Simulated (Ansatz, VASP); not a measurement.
SnO in VASP and in Ansatz

```xyz
64
Lattice="-10.0000 0.0000 0.0000 0.0000 -11.4400 0.0000 0.0000 5.7200 11.1200" Properties=species:S:1:pos:R:3 pbc="T T T"
Sn    0.0000    0.0000    0.0000
Sn    0.0000   -5.7200    0.0000
Sn   -7.5000   -8.5800    0.0000
Sn   -7.5000   -2.8600    0.0000
Sn   -5.0000   -5.7200    0.0000
Sn   -5.0000    0.0000    0.0000
Sn   -2.5000   -2.8600    0.0000
Sn   -2.5000   -8.5800    0.0000
Sn    0.0000    0.0000    5.5600
Sn    0.0000   -5.7200    5.5600
Sn   -7.5000    2.8600    5.5600
Sn   -7.5000   -2.8600    5.5600
Sn   -5.0000   -5.7200    5.5600
Sn   -5.0000    0.0000    5.5600
Sn   -2.5000   -2.8600    5.5600
Sn   -2.5000    2.8600    5.5600
Sn   -7.5000   -0.3375    2.8245
Sn   -7.5000   -6.0575    2.8245
Sn   -5.0000   -8.9175    2.8245
Sn   -5.0000   -3.1975    2.8245
Sn   -2.5000   -6.0575    2.8245
Sn   -2.5000   -0.3375    2.8245
Sn    0.0000   -3.1975    2.8245
Sn    0.0000   -8.9175    2.8245
Sn   -7.5000    0.3375    8.3845
Sn   -7.5000   -5.3825    8.3845
Sn   -5.0000    3.1975    8.3845
Sn   -5.0000   -2.5225    8.3845
Sn   -2.5000   -5.3825    8.3845
Sn   -2.5000    0.3375    8.3845
Sn    0.0000   -2.5225    8.3845
Sn    0.0000    3.1975    8.3845
O    -6.6000   -1.4300    4.2256
O    -6.6000   -7.1500    4.2256
O    -4.1000    1.4300    4.2256
O    -4.1000   -4.2900    4.2256
O    -1.6000   -7.1500    4.2256
O    -1.6000   -1.4300    4.2256
O    -9.1000   -4.2900    4.2256
O    -9.1000    1.4300    4.2256
O    -8.4000    1.4300    9.7856
O    -8.4000   -4.2900    9.7856
O    -5.9000    4.2900    9.7856
O    -5.9000   -1.4300    9.7856
O    -3.4000   -4.2900    9.7856
O    -3.4000    1.4300    9.7856
O    -0.9000   -1.4300    9.7856
O    -0.9000    4.2900    9.7856
O    -8.4000   -1.4300    4.2256
O    -8.4000   -7.1500    4.2256
O    -5.9000    1.4300    4.2256
O    -5.9000   -4.2900    4.2256
O    -3.4000   -7.1500    4.2256
O    -3.4000   -1.4300    4.2256
O    -0.9000   -4.2900    4.2256
O    -0.9000    1.4300    4.2256
O    -6.6000    1.4300    9.7856
O    -6.6000   -4.2900    9.7856
O    -4.1000    4.2900    9.7856
O    -4.1000   -1.4300    9.7856
O    -1.6000   -4.2900    9.7856
O    -1.6000    1.4300    9.7856
O    -9.1000   -1.4300    9.7856
O    -9.1000    4.2900    9.7856
```

Alike in both runs: task single point; functional PBE; k mesh 1 × 1 × 1; occupations gaussian, width 0.05 eV; no spin polarisation.

|  | VASP | Ansatz |
| --- | --- | --- |
| version | VASP 6.6.1 | Ansatz 0.2.0 |
| potentials or method | VASP PAW PBE potentials, release 64 (Sn_d, O), cutoff 520 eV | scalar-relativistic, plane waves, PAW |
| valence electrons in the cell | 640 | 640 |

VASP gave:

- rms of the force components (eV/Å): 3.810

Estimate Ansatz's values.

rms of the force components (eV/Å): 3.787.

Atom by atom the forces differ by 0.045 eV/Å (rms over components).

The k mesh is coarse, so the values compare programs but aren't converged.
